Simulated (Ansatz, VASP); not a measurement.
**HfC: VASP beside Ansatz**

The input INCAR:

```
ALGO     = Normal         # electronic algorithm
EDIFF    = 1E-7           # SCF threshold, eV
ENCUT    = 520            # plane-wave cutoff, eV
GGA      = RE             # functional
ISIF     = 2              # what is computed and relaxed
ISMEAR   = 1              # smearing method
ISYM     = 0            
IVDW     = 13             # dispersion correction
LASPH    = T              # aspherical terms in the spheres
LCHARG   = F              # write CHGCAR
LREAL    = F              # projectors in reciprocal space
LWAVE    = F              # write WAVECAR
NBANDS   = 14             # bands
NELM     = 80             # most SCF steps
PREC     = Accurate       # precision mode
SIGMA    = 0.1            # smearing width, eV
```

KPOINTS

```
k-points
0
Gamma
  8 8 8
```

File POSCAR:

```
HfC
1.0
   -0.0399850000      2.3662640000      2.3051520000
    2.2827160000     -0.0126120000      2.2777780000
    2.2937190000      2.3498950000     -0.0236150000
Hf C
1 1
Direct
    0.5000000000      0.5000000000      0.5000000000
    0.0000000000      0.0000000000      0.0000000000
```

The input input.yaml:

```yaml
crystal:
  lattice:
    - [-0.039985, 2.366264, 2.305152]
    - [2.282716, -0.012612, 2.277778]
    - [2.293719, 2.349895, -0.023615]
  atoms:
    - { symbol: Hf, position: [0.5, 0.5, 0.5] }
    - { symbol: C, position: [0.0, 0.0, 0.0] }
  symmetry: { detect: false }
hamiltonian:
  xc: revpbe
  pseudopotentials: { kind: paw, partial_waves: polarizable }
  dispersion: d4
kpoints:
  mp_grid: { grid: [8, 8, 8] }
scf:
  occupations: { method: methfessel_paxton, width: 0.1 }
output:
  forces: true
  stress: true
  eigenvalues: true
  write_density: true
  write_potential: true
  elf: true
  volumetric_format: npy
```

Alike in both runs: task single point; functional revPBE; dispersion D4; k mesh 8 × 8 × 8; occupations methfessel-paxton of order 1, width 0.1 eV; no spin polarisation.

```csv
,VASP,Ansatz
version,VASP 6.6.1,Ansatz 0.2.0
potentials or method,"VASP PAW PBE potentials, release 64 (Hf_pv, C)",Ansatz PAW polarizable
plane-wave cutoff (eV),520,420
valence electrons in the cell,14,30
```

Ansatz gave:

| Property | Result |
| --- | --- |
| gap on the k mesh at the Fermi level (eV) | none |
| pressure (GPa) | -3.3 |
| traceless stress, the component that is largest in VASP (GPa) | -6.29 |

Which values does VASP return?

gap on the k mesh at the Fermi level (eV): none; pressure (GPa): -4.0; traceless stress, the component that is largest in VASP (GPa): -6.37.

VASP's potentials were made for PBE, not for revPBE. A gap of «none» marks a metal or a gap that the smearing closes. VASP's potentials hold 14 valence electrons a cell and Ansatz's 30, so a difference there can come from the potentials and not from the codes.

Spin-orbit coupling is off throughout.
